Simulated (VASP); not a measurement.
Wanted: the native input for a VASP 6.6.1 run.

* Task: single point
* Functional: LDA
* Potentials or basis: VASP PAW LDA potentials, release 64 (Si)
* Cutoff: 520 eV
* k mesh: 8 × 8 × 8
* Occupations: fermi-dirac, width 0.05 eV
* Spin: no spin polarisation
* Dipole correction: no
* Further INCAR settings: ALGO = Normal; EDIFF = 1e-06; NBANDS = 16

The structure of Si lies in POSCAR:

```
Si
1.0
   -3.3031251995      3.3031251995      1.9094833541
    3.3031251995     -3.3031251995      1.9094833541
    3.3031251995      3.3031251995     -1.9094833541
Si
4
Direct
    0.8211989400      0.1788010600      0.0000000000
    0.1788010600      0.8211989400      0.0000000000
    0.8211989400      0.8211989400      0.6423978800
    0.1788010600      0.1788010600      0.3576021200
```

One way to write it, as run:

INCAR

```
ALGO     = Normal         # electronic algorithm
EDIFF    = 1E-6           # SCF threshold, eV
ENCUT    = 520            # plane-wave cutoff, eV
ISIF     = 2              # what is computed and relaxed
ISMEAR   = -1             # smearing method
LASPH    = T              # aspherical terms in the spheres
LCHARG   = T              # write CHGCAR
LELF     = T              # ELF
LREAL    = F              # projectors in reciprocal space
LVHAR    = T            
LWAVE    = F              # write WAVECAR
NBANDS   = 16             # bands
NELM     = 100            # most SCF steps
PREC     = Accurate       # precision mode
SIGMA    = 0.05           # smearing width, eV
```

KPOINTS

```
k-points
0
Gamma
  8 8 8
```

Potentials or basis: VASP PAW LDA potentials, release 64 (Si).

Run with:

```bash
$ cat potpaw_LDA.64/Si/POTCAR > POTCAR
$ mpirun -np 1 vasp_std > vasp.out
```

It gave:

```yaml
Pressure: -0.1 GPa
Largest_force: 0.007 eV/Å
Band_gap_on_the_k_mesh: 0.15 eV (least direct gap 0.26 eV)
```

Caveat: semilocal functionals underestimate gaps, and a narrow one can read as zero.

Run time: 2.1 min on 1 thread of Intel Xeon 8259CL, on a shared host, peak memory 0.22 GiB.
